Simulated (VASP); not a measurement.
# GaCo (Pm-3m) in VASP: further runs

GaCo is run at these levels: PBE, r2SCAN, r2SCAN+D3(BJ); tasks: single point.

All numbers are computed with VASP 6.6.1; they aren't measurements. Logs are shortened: lines on timing, memory, paths and dates and some standing lists are left out, and cuts for length are marked.

**1. The cell of the first run**

The structure is cubic, space group Pm-3m (No. 221). The conventional cell has a = 2.915 Å, b = 2.915 Å, c = 2.915 Å, α = 90.00°, β = 90.00°, γ = 90.00°. Within 3.3 Å of Ga (site symmetry m-3m) lie 8 Co at 2.52 Å and 6 Ga at 2.92 Å. Within 3.3 Å of Co (site symmetry m-3m) lie 8 Ga at 2.52 Å and 6 Co at 2.92 Å.

**2. Single point, PBE**

INCAR reads:

```
SYSTEM = GaCo
PREC = Accurate ; ENCUT = 600
EDIFF = 1E-6 ; ISMEAR = -1
SIGMA = 0.1 ; LREAL = .FALSE.
LASPH = .TRUE. ; NELM = 120
ALGO = Normal ; ISIF = 2
LWAVE = .FALSE. ; LCHARG = .FALSE.
GGA = PE ; NBANDS = 18
GGA_COMPAT = .FALSE.
```

KPOINTS reads:

```
regular mesh
0
G
  6 6 6
  0 0 0
```

POSCAR reads:

```
GaCo
1.0
    2.9154040000      0.0000000000      0.0000000000
    0.0000000000      2.9154040000      0.0000000000
    0.0000000000      0.0000000000      2.9154040000
Ga Co
1 1
Direct
    0.0000000000      0.0000000000      0.0000000000
    0.5000000000      0.5000000000      0.5000000000
```

Potentials or basis: VASP PAW PBE potentials, release 64 (Ga_d, Co).

Run with:

```bash
cat potpaw_PBE.64/Ga_d/POTCAR potpaw_PBE.64/Co/POTCAR > POTCAR
mpirun -np 1 vasp_std > vasp.out
```

OUTCAR:

```text
SYSTEM = GaCo
   PREC = Accurate
   ENCUT = 600
   EDIFF = 1E-6
   ISMEAR = -1
   LREAL = .FALSE.
   LASPH = .TRUE.
   NELM = 120
   ISIF = 2
   GGA = PE

 ion  position               nearest neighbor table
   1  0.000  0.000  0.000-   2 2.52   2 2.52   2 2.52   2 2.52   2 2.52   2 2.52   2 2.52   2 2.52

   2  0.500  0.500  0.500-   1 2.52   1 2.52   1 2.52   1 2.52   1 2.52   1 2.52   1 2.52   1 2.52

  LATTYP: Found a simple cubic cell.
 ALAT       =     2.9154040000

  Lattice vectors:

 A1 = (   2.9154040000,   0.0000000000,   0.0000000000)
 A2 = (   0.0000000000,   2.9154040000,   0.0000000000)
 A3 = (   0.0000000000,   0.0000000000,   2.9154040000)

Analysis of symmetry for initial positions (statically):
=====================================================================
 Subroutine PRICEL returns:
 Original cell was already a primitive cell.

 Routine SETGRP: Setting up the symmetry group for a
 simple cubic supercell.

 Subroutine GETGRP returns: Found 48 space group operations
 (whereof 48 operations were pure point group operations)
 out of a pool of 48 trial point group operations.

The static configuration has the point symmetry O_h .

Analysis of symmetry for dynamics (positions and initial velocities):
=====================================================================
 Subroutine PRICEL returns:
 Original cell was already a primitive cell.

 Routine SETGRP: Setting up the symmetry group for a
 simple cubic supercell.

 Subroutine GETGRP returns: Found 48 space group operations
 (whereof 48 operations were pure point group operations)
 out of a pool of 48 trial point group operations.

The dynamic configuration has the point symmetry O_h .

 Subroutine INISYM returns: Found 48 space group operations
 (whereof 48 operations are pure point group operations),
 and found     1 'primitive' translations

----------------------------------------------------------------------------------------

                                     Primitive cell

  volume of cell :      24.7797

  direct lattice vectors                    reciprocal lattice vectors
     2.915404000  0.000000000  0.000000000     0.343005635  0.000000000  0.000000000
     0.000000000  2.915404000  0.000000000     0.000000000  0.343005635  0.000000000
     0.000000000  0.000000000  2.915404000     0.000000000  0.000000000  0.343005635

  length of vectors
     2.915404000  2.915404000  2.915404000     0.343005635  0.343005635  0.343005635

  position of ions in fractional coordinates (direct lattice)
     0.000000000  0.000000000  0.000000000
     0.500000000  0.500000000  0.500000000

  ion indices of the primitive-cell ions
   primitive index   ion index
                 1           1
                 2           2

----------------------------------------------------------------------------------------

 KPOINTS: regular mesh

Automatic generation of k-mesh.
 Grid dimensions read from file:
 generate k-points for:    6    6    6

 Generating k-lattice:

  Cartesian coordinates                     Fractional coordinates (reciprocal lattice)
     0.057167606  0.000000000  0.000000000     0.166666667  0.000000000  0.000000000
     0.000000000  0.057167606  0.000000000     0.000000000  0.166666667  0.000000000
     0.000000000  0.000000000  0.057167606     0.000000000  0.000000000  0.166666667

  Length of vectors
     0.057167606  0.057167606  0.057167606

  Shift w.r.t. Gamma in fractional coordinates (k-lattice)
     0.000000000  0.000000000  0.000000000

 Subroutine IBZKPT returns following result:
 ===========================================

 Found     20 irreducible k-points:

 Following reciprocal coordinates:
            Coordinates               Weight
  0.000000  0.000000  0.000000      1.000000
  0.166667  0.000000  0.000000      6.000000
  0.333333  0.000000  0.000000      6.000000
  0.500000  0.000000  0.000000      3.000000
  0.166667  0.166667  0.000000     12.000000
  0.333333  0.166667  0.000000     24.000000
[... 12 lines left out ...]
  0.500000  0.500000  0.333333      6.000000
  0.500000  0.500000  0.500000      1.000000
   k-points           NKPTS =     20   k-points in BZ     NKDIM =     20   number of bands    NBANDS=     18
   number of dos      NEDOS =    301   number of ions     NIONS =      2
   total plane-waves  NPLWV =  13824
   dimension x,y,z NGX =    24 NGY =   24 NGZ =   24
   dimension x,y,z NGXF=    48 NGYF=   48 NGZF=   48
   ions per type =               1   1
   NGX,Y,Z   is equivalent  to a cutoff of  13.69, 13.69, 13.69 a.u.
   NGXF,Y,Z  is equivalent  to a cutoff of  27.37, 27.37, 27.37 a.u.
 SYSTEM =  GaCo
   PREC   = accura    normal or accurate (medium, high low for compatibility)
   ISTART =      0    job   : 0-new  1-cont  2-samecut
   ICHARG =      2    charge: 1-file 2-atom 10-const
   ISPIN  =      1    spin polarized calculation?
   LNONCOLLINEAR =      F non collinear calculations
   LSORBIT =      F    spin-orbit coupling
   LASPH  =      T    aspherical Exc in radial PAW
   ENCUT  =  600.0 eV  44.10 Ry    6.64 a.u.   5.82  5.82  5.82*2*pi/ulx,y,z
   NELM   =    120;   NELMIN=  2; NELMDL= -5     # of ELM steps
   EDIFF  = 0.1E-05   stopping-criterion for ELM
   LREAL  =      F    real-space projection
   EDIFFG = 0.1E-04   stopping-criterion for IOM
   NSW    =      0    number of steps for IOM
   IBRION =     -1    ionic relax: 0-MD 1-quasi-New 2-CG
   NFREE  =      0    steps in history (QN), initial steepest desc. (CG)
   ISIF   =      2    stress and relaxation
   ISYM   =      2    0-nonsym 1-usesym 2-fastsym
   POTIM  = 0.5000    time-step for ionic-motion
   TEBEG  =    0.0;   TEEND  =   0.0 temperature during run
   PSTRESS=    0.0 pullay stress
   NELECT =      22.0000    total number of electrons
   NUPDOWN=      -1.0000    fix difference up-down
   EMIN   =  10.00;   EMAX   =-10.00  energy-range for DOS
   EFERMI =   0.00;   METHOD = LEGACY
   ISMEAR =    -1;   SIGMA  =   0.10  broadening in eV -4-tet -1-fermi 0-gaus
   EFERMI_NEDOS =   21; number of points for ismear=-14 and -15
   IALGO  =     38    algorithm
   IMIX   =      4    mixing-type and parameters
     AMIX     =   0.40;   BMIX     =  1.00
     AMIX_MAG =   1.60;   BMIX_MAG =  1.00
  volume/ion in A,a.u.               =      12.39        83.61
[... 19 lines left out ...]
  ---------------------------------------------------
  ext. energy  EPLUGINS =         0.00000000
  ---------------------------------------------------
  free energy    TOTEN  =       -10.49145866 eV

  energy without entropy =      -10.45096389  energy(sigma->0) =      -10.47121128

 E-fermi :   9.2085     XC(G=0): -12.9680

 val. band max:        9.0642849120   @ k =   0.5000   0.5000   0.5000
 cond. band min:       9.2255574667   @ k =   0.5000   0.3333   0.0000
 fundamental gap:      0.1612725546
 Fermi energy:         9.2084622105

 k-point     1 :       0.0000    0.0000    0.0000
  band No.  band energies     occupation
      1      -5.8322      2.00000
      2      -5.8322      2.00000
      3      -5.5215      2.00000
      4      -5.5215      2.00000
      5      -5.5215      2.00000
      6      -2.4852      2.00000
[... 10 lines left out ...]
     17      21.1249      0.00000
     18      31.7846      0.00000

 k-point     2 :       0.1667    0.0000    0.0000
  band No.  band energies     occupation
      1      -5.8204      2.00000
      2      -5.7709      2.00000
      3      -5.5441      2.00000
      4      -5.5441      2.00000
      5      -5.5166      2.00000
      6      -1.9755      2.00000
[... 10 lines left out ...]
     17      24.4692      0.00000
     18      28.8863      0.00000

 k-point     3 :       0.3333    0.0000    0.0000
  band No.  band energies     occupation
      1      -5.7969      2.00000
      2      -5.6552      2.00000
      3      -5.5889      2.00000
      4      -5.5889      2.00000
      5      -5.5067      2.00000
      6      -0.4648      2.00000
[... 10 lines left out ...]
     17      24.5491      0.00000
     18      24.5491      0.00000

 k-point     4 :       0.5000    0.0000    0.0000
  band No.  band energies     occupation
      1      -5.7851      2.00000
      2      -5.6112      2.00000
      3      -5.6112      2.00000
      4      -5.6002      2.00000
      5      -5.5018      2.00000
      6       1.4767      2.00000
[... 10 lines left out ...]
     17      21.5965      0.00000
     18      22.4675      0.00000

 k-point     5 :       0.1667    0.1667    0.0000
  band No.  band energies     occupation
      1      -5.7878      2.00000
      2      -5.7294      2.00000
      3      -5.5759      2.00000
      4      -5.5463      2.00000
      5      -5.5361      2.00000
      6      -1.4732      2.00000
[... 10 lines left out ...]
     17      24.3689      0.00000
     18      25.2997      0.00000

 k-point     6 :       0.3333    0.1667    0.0000
  band No.  band energies     occupation
      1      -5.7603      2.00000
      2      -5.6365      2.00000
      3      -5.6147      2.00000
      4      -5.5903      2.00000
      5      -5.5349      2.00000
      6       0.0002      2.00000
[... 10 lines left out ...]
     17      24.9393      0.00000
     18      25.4176      0.00000

 k-point     7 :       0.5000    0.1667    0.0000
  band No.  band energies     occupation
      1      -5.7490      2.00000
      2      -5.6659      2.00000
      3      -5.6140      2.00000
      4      -5.5574      2.00000
      5      -5.5324      2.00000
      6       1.7891      2.00000
[... 10 lines left out ...]
     17      22.2944      0.00000
     18      24.5076      0.00000

 k-point     8 :       0.3333    0.3333    0.0000
  band No.  band energies     occupation
      1      -5.7300      2.00000
      2      -5.7180      2.00000
      3      -5.5968      2.00000
      4      -5.5868      2.00000
      5      -5.5035      2.00000
      6       1.3191      2.00000
[... 10 lines left out ...]
     17      25.2719      0.00000
     18      25.3901      0.00000
[... 145 lines left out ...]
     17      22.5665      0.00000
     18      25.6156      0.00000

 k-point    16 :       0.5000    0.5000    0.1667
  band No.  band energies     occupation
      1      -5.8026      2.00000
      2      -5.6566      2.00000
      3      -5.6566      2.00000
      4      -5.6170      2.00000
      5      -5.3771      2.00000
      6       3.7425      2.00000
[... 10 lines left out ...]
     17      20.7768      0.00000
     18      23.5623      0.00000

 k-point    17 :       0.3333    0.3333    0.3333
  band No.  band energies     occupation
      1      -5.7171      2.00000
      2      -5.6915      2.00000
      3      -5.6915      2.00000
      4      -5.4927      2.00000
      5      -5.4927      2.00000
      6       2.8068      2.00000
[... 10 lines left out ...]
     17      17.7913      0.00000
     18      23.9985      0.00000

 k-point    18 :       0.5000    0.3333    0.3333
  band No.  band energies     occupation
      1      -5.7472      2.00000
      2      -5.7219      2.00000
      3      -5.6915      2.00000
      4      -5.4897      2.00000
      5      -5.4185      2.00000
      6       3.8635      2.00000
[... 10 lines left out ...]
     17      18.9853      0.00000
     18      21.8452      0.00000

 k-point    19 :       0.5000    0.5000    0.3333
  band No.  band energies     occupation
      1      -5.7715      2.00000
      2      -5.7235      2.00000
      3      -5.7235      2.00000
      4      -5.4539      2.00000
      5      -5.3740      2.00000
      6       4.6633      2.00000
[... 10 lines left out ...]
     17      16.8247      0.00000
     18      19.5374      0.00000

 k-point    20 :       0.5000    0.5000    0.5000
  band No.  band energies     occupation
      1      -5.7563      2.00000
      2      -5.7563      2.00000
      3      -5.7563      2.00000
      4      -5.3725      2.00000
      5      -5.3725      2.00000
      6       5.3864      2.00000
[... 10 lines left out ...]
     17      13.8760      0.00000
     18      17.5555      0.00000

------------------------ aborting loop because EDIFF is reached ----------------------------------------

  FORCE on cell =-STRESS in cart. coord.  units (eV):
  Direction    XX          YY          ZZ          XY          YZ          ZX
  --------------------------------------------------------------------------------------
  -------------------------------------------------------------------------------------
  Total       -0.8549537     -0.8549537     -0.8549537      0.0000000     -0.0000000     -0.0000000
  in kB      -55.2785888    -55.2785888    -55.2785888      0.0000000     -0.0000000     -0.0000000
  external PRESSURE =     -55.2785888 kB  Pullay stress =       0.0000000 kB

 VOLUME and BASIS-vectors are now :
 -----------------------------------------------------------------------------
  energy-cutoff  :      600.00
  volume of cell :       24.78
      direct lattice vectors                 reciprocal lattice vectors
     2.915404000  0.000000000  0.000000000     0.343005635  0.000000000  0.000000000
     0.000000000  2.915404000  0.000000000     0.000000000  0.343005635  0.000000000
     0.000000000  0.000000000  2.915404000     0.000000000  0.000000000  0.343005635

 POSITION                                       TOTAL-FORCE (eV/Angst)
 -----------------------------------------------------------------------------------
      0.00000      0.00000      0.00000         0.000000      0.000000      0.000000
      1.45770      1.45770      1.45770         0.000000      0.000000      0.000000
 -----------------------------------------------------------------------------------
    total drift:                                0.000000      0.000000     -0.000000

  FREE ENERGIE OF THE ION-ELECTRON SYSTEM (eV)
  ---------------------------------------------------
  free  energy   TOTEN  =       -10.4914586641 eV

  energy  without entropy=      -10.4509638863  energy(sigma->0) =      -10.47121128
```

Run time: 26 s. Hardware: 1 thread of Intel Xeon 8259CL, shared host; peak memory 0.14 GiB.

Results:

```
Free energy            : -10.4915 eV
Pressure               : -5.5 GPa
Band gap on the k mesh : zero (band 11 reaches 10.47 eV, above the bottom of band 12 at 9.03 eV)
```

Levels at points of the mesh, in eV from the Fermi level:
```csv
k point,band 9,band 10,band 11,band 12,band 13,band 14
"(0.00, 0.00, 0.00)",-0.64,-0.64,-0.64,5.14,5.14,5.14
"(0.50, 0.00, 0.00)",-1.59,-1.59,-0.63,0.15,10.34,10.34
"(0.50, 0.50, 0.00)",-2.29,-1.11,-1.11,-0.18,2.13,3.07
"(0.50, 0.50, 0.50)",-0.14,-0.14,0.48,3.85,3.85,3.85
```

**3. Single point, r2SCAN**

POSCAR is that of step 2.

INCAR.step1 reads:

```
PREC     = Accurate       # precision mode
ENCUT    = 660            # plane-wave cutoff, eV
ISMEAR   = -1             # smearing method
SIGMA    = 0.1            # smearing width, eV
LREAL    = False          # projectors in reciprocal space
LASPH    = True           # aspherical terms in the spheres
NELM     = 120            # most SCF steps
NBANDS   = 18             # bands
GGA      = PE             # functional
ALGO     = Normal         # electronic algorithm
EDIFF    = 1E-5           # SCF threshold, eV
LWAVE    = True           # write WAVECAR
LCHARG   = False          # write CHGCAR
GGA_COMPAT= False
```

INCAR.step2 reads:

```
PREC     = Accurate       # precision mode
ENCUT    = 660            # plane-wave cutoff, eV
EDIFF    = 1E-6           # SCF threshold, eV
ISMEAR   = -1             # smearing method
SIGMA    = 0.1            # smearing width, eV
LREAL    = False          # projectors in reciprocal space
LASPH    = True           # aspherical terms in the spheres
NELM     = 120            # most SCF steps
ALGO     = Normal         # electronic algorithm
ISIF     = 2              # what is computed and relaxed
LWAVE    = False          # write WAVECAR
LCHARG   = False          # write CHGCAR
METAGGA  = R2SCAN         # meta-GGA
LMIXTAU  = True         
NBANDS   = 18             # bands
ISTART   = 1            
GGA_COMPAT= False
```

KPOINTS reads:

```
Automatic mesh
0
Gamma
  6 6 6
```

Potentials or basis: VASP PAW PBE potentials, release 64 (Ga_d, Co).

Run with:

```bash
cat potpaw_PBE.64/Ga_d/POTCAR potpaw_PBE.64/Co/POTCAR > POTCAR
cp INCAR.step1 INCAR
mpirun -np 1 vasp_std > vasp.out
cp INCAR.step2 INCAR
mpirun -np 1 vasp_std > vasp.out
```

It took 2.1 min on 1 thread of Intel Xeon 8259CL, shared host; peak memory 0.15 GiB.

It converged, with:

* Free energy: -25.0043 eV
* Pressure: -12.4 GPa
* Band gap on the k mesh: zero (band 11 reaches 10.57 eV, above the bottom of band 12 at 8.98 eV)

Levels at points of the mesh, in eV from the Fermi level:
```
           k point  band 7  band 8  band 9  band 10  band 11  band 12  band 13  band 14  band 15  band 16
(0.00, 0.00, 0.00)   -2.45   -2.45   -0.84    -0.84    -0.84     5.36     5.36     5.36    11.05    11.05
(0.50, 0.00, 0.00)   -7.00   -2.20   -1.81    -1.81    -0.83     0.17    10.79    10.79    11.81    12.88
(0.50, 0.50, 0.00)   -3.24   -3.24   -2.40    -1.32    -1.32    -0.16     2.13     3.18    11.89    15.62
(0.50, 0.50, 0.50)   -4.14   -4.14   -0.13    -0.13     0.77     3.85     3.85     3.85     4.68     4.68
```

Caveat: the PAW data sets were made with another functional, which shifts forces and pressure a little. Spin polarisation is off, so any magnetic state and its effect on volume and gap are missing.

**4. Single point, r2SCAN+D3(BJ)**

POSCAR is that of step 3.

INCAR.step1 reads:

```
PREC = Accurate
ENCUT = 660
ISMEAR = -1
SIGMA = 0.1
LREAL = False
LASPH = True
NELM = 120
NBANDS = 18
GGA = PE
ALGO = Normal
EDIFF = 1E-5
LWAVE = True
LCHARG = False
GGA_COMPAT = False
```

INCAR.step2 reads:

```
PREC = Accurate
ENCUT = 660
EDIFF = 1E-6
ISMEAR = -1
SIGMA = 0.1
LREAL = False
LASPH = True
NELM = 120
ALGO = Normal
ISIF = 2
LWAVE = False
LCHARG = False
METAGGA = R2SCAN
LMIXTAU = True
IVDW = 12
VDW_S6 = 1.0
VDW_S8 = 0.78981345
VDW_A1 = 0.49484001
VDW_A2 = 5.73083694
NBANDS = 18
ISTART = 1
GGA_COMPAT = False
```

KPOINTS is that of step 3.

Run with:

```bash
cat potpaw_PBE.64/Ga_d/POTCAR potpaw_PBE.64/Co/POTCAR > POTCAR
cp INCAR.step1 INCAR
mpirun -np 1 vasp_std > vasp.out
cp INCAR.step2 INCAR
mpirun -np 1 vasp_std > vasp.out
```

Run time: 2.4 min. Hardware: 1 thread of Intel Xeon 8259CL, shared host; peak memory 0.16 GiB.

Results (log left out):

* Free energy: -25.3936 eV
* Pressure: -15.0 GPa
* Band gap on the k mesh: zero (band 11 reaches 10.57 eV, above the bottom of band 12 at 8.98 eV)
* Dispersion energy per atom: -0.195 eV

Levels at points of the mesh, in eV from the Fermi level:
| k point | band 7 | band 8 | band 9 | band 10 | band 11 | band 12 | band 13 | band 14 | band 15 | band 16 |
| --- | --- | --- | --- | --- | --- | --- | --- | --- | --- | --- |
| (0.00, 0.00, 0.00) | -2.45 | -2.45 | -0.84 | -0.84 | -0.84 | 5.36 | 5.36 | 5.36 | 11.05 | 11.05 |
| (0.50, 0.00, 0.00) | -7.00 | -2.20 | -1.81 | -1.81 | -0.83 | 0.17 | 10.79 | 10.79 | 11.81 | 12.88 |
| (0.50, 0.50, 0.00) | -3.24 | -3.24 | -2.40 | -1.32 | -1.32 | -0.16 | 2.13 | 3.18 | 11.89 | 15.62 |
| (0.50, 0.50, 0.50) | -4.14 | -4.14 | -0.13 | -0.13 | 0.77 | 3.85 | 3.85 | 3.85 | 4.68 | 4.68 |

Caveat: the PAW data sets were made with another functional, which shifts forces and pressure a little; pairwise dispersion overbinds metals, which lowers pressure and volume. Spin polarisation is off, so any magnetic state and its effect on volume and gap are missing.

**5. The runs side by side**

| level | cutoff (eV) | gap on the mesh (eV) | pressure (GPa) |
| --- | --- | --- | --- |
| PBE | 600 | none | -5.5 |
| r2SCAN | 660 | none | -12.4 |
| r2SCAN+D3(BJ) | 660 | none | -15.0 |

Alike in all rows: task single point; potentials or basis VASP PAW PBE potentials, release 64 (Ga_d, Co); no spin polarisation; cell as given; k mesh 6 × 6 × 6; smearing fermi-dirac 0.1 eV.

Every run on the cell as given and a fine mesh finds a metal. The pressure there spans -15.0 GPa (r2SCAN+D3(BJ)) to -5.5 GPa (PBE); a positive pressure means that this level wants a larger cell, a negative one a smaller.

Caveats: the PAW data sets were made with another functional, which shifts forces and pressure a little (some runs); pairwise dispersion overbinds metals, which lowers pressure and volume (some runs).

Total energies depend on the potentials used, so only differences within one code and one set of settings carry meaning.
